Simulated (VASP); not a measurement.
# Ta6N6O (a cell with a defect) in VASP: single point with PBEsol

Aim: the single point of Ta6N6O (a cell with a defect) with PBEsol.

All numbers are computed with VASP 6.6.1; they aren't measurements. Logs are shortened: lines on timing, memory, paths and dates and some standing lists are left out, and cuts for length are marked.

### Step 1. The cell of the first run

The cell holds a defect, 13 atoms: a = 5.187 Å, b = 5.187 Å, c = 5.810 Å, α = 90.00°, β = 90.00°, γ = 120.00°.

### Step 2. Single point, PBEsol

Input file INCAR:

```
  PREC = Accurate
  ENCUT = 520
  EDIFF = 1E-6
  ISMEAR = -1
  SIGMA = 0.5
  LREAL = False
  LASPH = True
  NELM = 120
  ALGO = Normal
  ISIF = 2
  LWAVE = False
  LCHARG = False
  GGA = PS
  NBANDS = 63
  GGA_COMPAT = False
```

Input file KPOINTS:

```
Automatic mesh
0
Gamma
  4 4 3
```

Input file POSCAR:

```
Ta6N6O
1.0
    5.1873400900     -0.0000000300      0.0000000000
   -2.5936700200      4.4923683100      0.0000000000
    0.0000000000      0.0000000000      5.8095354000
Ta N O
6 6 1
Direct
    0.0020047662      0.0084676940     -0.0114300018
    0.3417530240      0.6625612160      0.2486105860
    0.6622211654      0.3227941077      0.2486267663
    0.0019699683      0.0084432080      0.5086742393
    0.3313017165      0.6709256236      0.7486183835
    0.6726722371      0.3416100182      0.7486254409
    0.4058897638      0.0111464619     -0.0084867372
    0.5981211852      0.6072807993     -0.0085392371
    0.0019946980      0.3921085446     -0.0051040226
    0.4058745680      0.0111368901      0.5057659172
    0.5980597153      0.6072106804      0.5057144501
    0.0019822111      0.3921063187      0.5023637518
    0.0019842639     -0.2482300922      0.2486240122
```

Potentials or basis: VASP PAW PBE potentials, release 64 (Ta_pv, N, O).

Command:

```
cat potpaw_PBE.64/Ta_pv/POTCAR potpaw_PBE.64/N/POTCAR potpaw_PBE.64/O/POTCAR > POTCAR
mpirun -np 1 vasp_std > vasp.out
```

OUTCAR:

```text
PREC = Accurate
   ENCUT = 520
   EDIFF = 1E-6
   ISMEAR = -1
   LREAL = False
   LASPH = True
   NELM = 120
   ISIF = 2
   GGA = PS

 ion  position               nearest neighbor table
   1  0.002  0.008  0.989-   9 1.99  13 2.01   8 2.09   7 2.09   4 2.79   4 3.02   5 3.29   6 3.29
                             5 3.30   6 3.30   2 3.30   3 3.30   6 3.32   5 3.32   3 3.33   2 3.33
   2  0.342  0.663  0.249-  13 2.03  11 2.11   8 2.11   9 2.19  12 2.19   7 2.24  10 2.24   5 2.91
                             5 2.91   3 2.97   3 2.97   3 3.05   1 3.30   4 3.30   4 3.33   1 3.33
   3  0.662  0.323  0.249-  13 2.03   7 2.11  10 2.11  12 2.19   9 2.19  11 2.24   8 2.24   6 2.91
                             6 2.91   2 2.97   2 2.97   2 3.05   4 3.30   1 3.30   1 3.33   4 3.33
   4  0.002  0.008  0.509-  12 1.99  13 2.01  10 2.09  11 2.09   1 2.79   1 3.02   6 3.29   5 3.29
                             6 3.30   5 3.30   3 3.30   2 3.30   5 3.32   6 3.32   2 3.33   3 3.33
   5  0.331  0.671  0.749-   8 2.11  11 2.11  10 2.14   7 2.14  12 2.14   9 2.14   2 2.91   2 2.91
                             6 2.96   6 3.01   6 3.01   1 3.29   4 3.29   1 3.30   4 3.30   4 3.32
   6  0.673  0.342  0.749-  10 2.11   7 2.11   8 2.14  11 2.14  12 2.14   9 2.14   3 2.91   3 2.91
                             5 2.96   5 3.01   5 3.01   4 3.29   1 3.29   4 3.30   1 3.30   1 3.32
   7  0.406  0.011  0.992-   1 2.09   3 2.11   6 2.11   5 2.14   2 2.24
   8  0.598  0.607  0.991-   1 2.09   2 2.11   5 2.11   6 2.14   3 2.24
   9  0.002  0.392  0.995-   1 1.99   5 2.14   6 2.14   2 2.19   3 2.19
  10  0.406  0.011  0.506-   4 2.09   3 2.11   6 2.11   5 2.14   2 2.24
  11  0.598  0.607  0.506-   4 2.09   2 2.11   5 2.11   6 2.14   3 2.24
  12  0.002  0.392  0.502-   4 1.99   6 2.14   5 2.14   3 2.19   2 2.19
  13  0.002  0.752  0.249-   4 2.01   1 2.01   3 2.03   2 2.03

  LATTYP: Found a hexagonal cell.
 ALAT       =     5.1873400900
 C/A-ratio  =     1.1199449620

  Lattice vectors:

 A1 = (   5.1873400900,  -0.0000000300,   0.0000000000)
 A2 = (  -2.5936700200,   4.4923683100,   0.0000000000)
 A3 = (   0.0000000000,   0.0000000000,   5.8095354000)

Analysis of symmetry for initial positions (statically):
=====================================================================
 Subroutine PRICEL returns:
 Original cell was already a primitive cell.

 Routine SETGRP: Setting up the symmetry group for a
 hexagonal supercell.

 Subroutine GETGRP returns: Found  1 space group operations
 (whereof  1 operations were pure point group operations)
 out of a pool of 24 trial point group operations.

The static configuration has the point symmetry C_1 .

Analysis of symmetry for dynamics (positions and initial velocities):
=====================================================================
 Subroutine PRICEL returns:
 Original cell was already a primitive cell.

 Routine SETGRP: Setting up the symmetry group for a
 hexagonal supercell.

 Subroutine GETGRP returns: Found  1 space group operations
 (whereof  1 operations were pure point group operations)
 out of a pool of 24 trial point group operations.

The dynamic configuration has the point symmetry C_1 .

 Subroutine INISYM returns: Found  1 space group operations
 (whereof  1 operations are pure point group operations),
 and found     1 'primitive' translations

----------------------------------------------------------------------------------------

                                     Primitive cell

  volume of cell :     135.3822

  direct lattice vectors                    reciprocal lattice vectors
     5.187340090 -0.000000030  0.000000000     0.192777028  0.111299867  0.000000000
    -2.593670020  4.492368310  0.000000000     0.000000001  0.222599737  0.000000000
     0.000000000  0.000000000  5.809535400     0.000000000  0.000000000  0.172130804

  length of vectors
     5.187340090  5.187340090  5.809535400     0.222599737  0.222599737  0.172130804

  position of ions in fractional coordinates (direct lattice)
     0.002004766  0.008467694  0.988569998
     0.341753024  0.662561216  0.248610586
     0.662221165  0.322794108  0.248626766
     0.001969968  0.008443208  0.508674239
     0.331301717  0.670925624  0.748618384
     0.672672237  0.341610018  0.748625441
     0.405889764  0.011146462  0.991513263
     0.598121185  0.607280799  0.991460763
     0.001994698  0.392108545  0.994895977
     0.405874568  0.011136890  0.505765917
     0.598059715  0.607210680  0.505714450
     0.001982211  0.392106319  0.502363752
     0.001984264  0.751769908  0.248624012
[... 31 lines left out ...]

  Length of vectors
     0.055649934  0.055649934  0.057376935

  Shift w.r.t. Gamma in fractional coordinates (k-lattice)
     0.000000000  0.000000000  0.000000000

 Subroutine IBZKPT returns following result:
 ===========================================

 Found     26 irreducible k-points:

 Following reciprocal coordinates:
            Coordinates               Weight
  0.000000  0.000000  0.000000      1.000000
  0.250000  0.000000  0.000000      2.000000
  0.000000  0.250000  0.000000      2.000000
 -0.250000  0.250000  0.000000      2.000000
  0.500000  0.000000  0.000000      1.000000
  0.000000  0.500000  0.000000      1.000000
[... 16 lines left out ...]
  0.500000  0.250000  0.333333      2.000000
 -0.250000 -0.250000  0.333333      2.000000
 [... further k-points ...]
   k-points           NKPTS =     26   k-points in BZ     NKDIM =     26   number of bands    NBANDS=     63
   number of dos      NEDOS =    301   number of ions     NIONS =     13
   total plane-waves  NPLWV =  76800
   dimension x,y,z NGX =    40 NGY =   40 NGZ =   48
   dimension x,y,z NGXF=    80 NGYF=   80 NGZF=   96
   ions per type =               6   6   1
   NGX,Y,Z   is equivalent  to a cutoff of  12.82, 12.82, 13.74 a.u.
   NGXF,Y,Z  is equivalent  to a cutoff of  25.64, 25.64, 27.47 a.u.
 SYSTEM =  unknown system
   PREC   = accura    normal or accurate (medium, high low for compatibility)
   ISTART =      0    job   : 0-new  1-cont  2-samecut
   ICHARG =      2    charge: 1-file 2-atom 10-const
   ISPIN  =      1    spin polarized calculation?
   LNONCOLLINEAR =      F non collinear calculations
   LSORBIT =      F    spin-orbit coupling
   LASPH  =      T    aspherical Exc in radial PAW
   ENCUT  =  520.0 eV  38.22 Ry    6.18 a.u.   9.65  9.65 10.80*2*pi/ulx,y,z
   NELM   =    120;   NELMIN=  2; NELMDL= -5     # of ELM steps
   EDIFF  = 0.1E-05   stopping-criterion for ELM
   LREAL  =      F    real-space projection
   EDIFFG = 0.1E-04   stopping-criterion for IOM
   NSW    =      0    number of steps for IOM
   IBRION =     -1    ionic relax: 0-MD 1-quasi-New 2-CG
   NFREE  =      0    steps in history (QN), initial steepest desc. (CG)
   ISIF   =      2    stress and relaxation
   ISYM   =      2    0-nonsym 1-usesym 2-fastsym
   POTIM  = 0.5000    time-step for ionic-motion
   TEBEG  =    0.0;   TEEND  =   0.0 temperature during run
   PSTRESS=    0.0 pullay stress
   NELECT =     102.0000    total number of electrons
   NUPDOWN=      -1.0000    fix difference up-down
   EMIN   =  10.00;   EMAX   =-10.00  energy-range for DOS
   EFERMI =   0.00;   METHOD = LEGACY
   ISMEAR =    -1;   SIGMA  =   0.50  broadening in eV -4-tet -1-fermi 0-gaus
   EFERMI_NEDOS =   21; number of points for ismear=-14 and -15
   IALGO  =     38    algorithm
   IMIX   =      4    mixing-type and parameters
     AMIX     =   0.40;   BMIX     =  1.00
     AMIX_MAG =   1.60;   BMIX_MAG =  1.00
  volume/ion in A,a.u.               =      10.41        70.28
  Fermi-wavevector in a.u.,A,eV,Ry     =   1.489662  2.815053 30.192590  2.219093
  Thomas-Fermi vector in A             =   2.602542
   LORBIT       =      0    0 simple, 1 ext, 2 COOP (PROOUT), +10 PAW based schemes
   GGA     = PS    functional components
   LHFCALC =     F    Hartree Fock is set to
   AEXX    =    0.0000 exact exchange contribution
   IVDW    =     0    specifies the selected vdW correction
   LEPSILON=     F    determine dielectric tensor
   LRPA    =     F    only Hartree local field effects (RPA)
 non-spin polarized calculation
  energy-cutoff  :      520.00
  volume of cell :      135.38
 maximum number of plane-waves:      3693
 NGX is ok and might be reduce to    40
   NGX = 19   NGY = 19   NGZ = 21

 number of electron     102.0000003 magnetization

 Free energy of the ion-electron system (eV)
  ---------------------------------------------------
  ext. energy  EPLUGINS =         0.00000000
  ---------------------------------------------------
  free energy    TOTEN  =      -151.06656957 eV

  energy without entropy =     -148.92020371  energy(sigma->0) =     -149.99338664

 E-fermi :   8.3796     XC(G=0): -13.4433

 val. band max:        8.1633129284   @ k =   0.2500   0.0000   0.3333
 cond. band min:       8.3858086275   @ k =   0.2500   0.0000   0.0000
 fundamental gap:      0.2224956991
 Fermi energy:         8.3795910360

 k-point     1 :       0.0000    0.0000    0.0000
  band No.  band energies     occupation
      1     -27.8534      2.00000
      2     -27.6932      2.00000
      3     -27.6561      2.00000
      4     -27.6358      2.00000
      5     -27.3435      2.00000
      6     -27.2849      2.00000
[... 1573 lines left out ...]
     62      11.8599      0.00190
     63      12.0535      0.00129

 [... further k-points ...]

------------------------ aborting loop because EDIFF is reached ----------------------------------------

  FORCE on cell =-STRESS in cart. coord.  units (eV):
  Direction    XX          YY          ZZ          XY          YZ          ZX
  --------------------------------------------------------------------------------------
  -------------------------------------------------------------------------------------
  Total       11.6085185     12.9864906     12.8451560     -1.1931269      0.0007403      0.0011314
  in kB      137.3807561    153.6883364    152.0157149    -14.1200344      0.0087616      0.0133891
  external PRESSURE =     147.6949358 kB  Pullay stress =       0.0000000 kB

 VOLUME and BASIS-vectors are now :
 -----------------------------------------------------------------------------
  energy-cutoff  :      520.00
  volume of cell :      135.38
      direct lattice vectors                 reciprocal lattice vectors
     5.187340090 -0.000000030  0.000000000     0.192777028  0.111299867  0.000000000
    -2.593670020  4.492368310  0.000000000     0.000000001  0.222599737  0.000000000
     0.000000000  0.000000000  5.809535400     0.000000000  0.000000000  0.172130804

 POSITION                                       TOTAL-FORCE (eV/Angst)
 -----------------------------------------------------------------------------------
     -0.01156      0.03804      5.74313        -0.005558      0.008617     -0.062770
      0.05432      2.97647      1.44431         0.066672      0.000520      0.000609
      2.59794      1.45011      1.44441        -0.033888     -0.057436      0.000007
     -0.01168      0.03793      2.95516        -0.005122      0.009658      0.062819
     -0.02158      3.01404      4.34913        -0.012766      0.003261     -0.000582
      2.60336      1.53464      4.34917         0.003351      0.012811     -0.000553
      2.07658      0.05007      5.76023         0.005251     -0.008530      0.000587
      1.52757      2.72813      5.75993         0.004101     -0.010545      0.005289
     -1.00665      1.76150      5.77988        -0.017038      0.029327      0.009181
      2.07652      0.05003      2.93827         0.004847     -0.008585     -0.004033
      1.52743      2.72781      2.93797         0.005797     -0.006843      0.000732
     -1.00671      1.76149      2.91850        -0.016384      0.028149     -0.010713
     -1.93955      3.37723      1.44439         0.000737     -0.000404     -0.000571
 -----------------------------------------------------------------------------------
    total drift:                                0.000192      0.000133      0.000326

  FREE ENERGIE OF THE ION-ELECTRON SYSTEM (eV)
  ---------------------------------------------------
  free  energy   TOTEN  =      -151.0665695668 eV

  energy  without entropy=     -148.9202037122  energy(sigma->0) =     -149.99338664
```

Wall time 9.4 min (1 thread of Oxide Virtual Turin-like, shared host); peak memory 0.33 GiB.

What came out:

```
Free energy            : -151.0666 eV
Pressure               : 14.8 GPa
Largest force          : 0.067 eV/Å
Band gap on the k mesh : 0.30 eV
```

Forces on the atoms (eV/Å):
```
Ta  -0.006  0.009 -0.063
Ta   0.067  0.001  0.001
Ta  -0.034 -0.057  0.000
Ta  -0.005  0.010  0.063
Ta  -0.013  0.003 -0.001
Ta   0.003  0.013 -0.001
N    0.005 -0.009  0.001
N    0.004 -0.011  0.005
N   -0.017  0.029  0.009
N    0.005 -0.009 -0.004
N    0.006 -0.007  0.001
N   -0.016  0.028 -0.011
O    0.001  0.000 -0.001
```

Caveat: so wide a smearing shifts energies and pressures; the PAW data sets were made with another functional, which shifts forces and pressure a little; spin-orbit coupling is left out, which moves the levels of the heavy elements.

The gap in the log of VASP goes by the Fermi energy; the results here count the filled bands.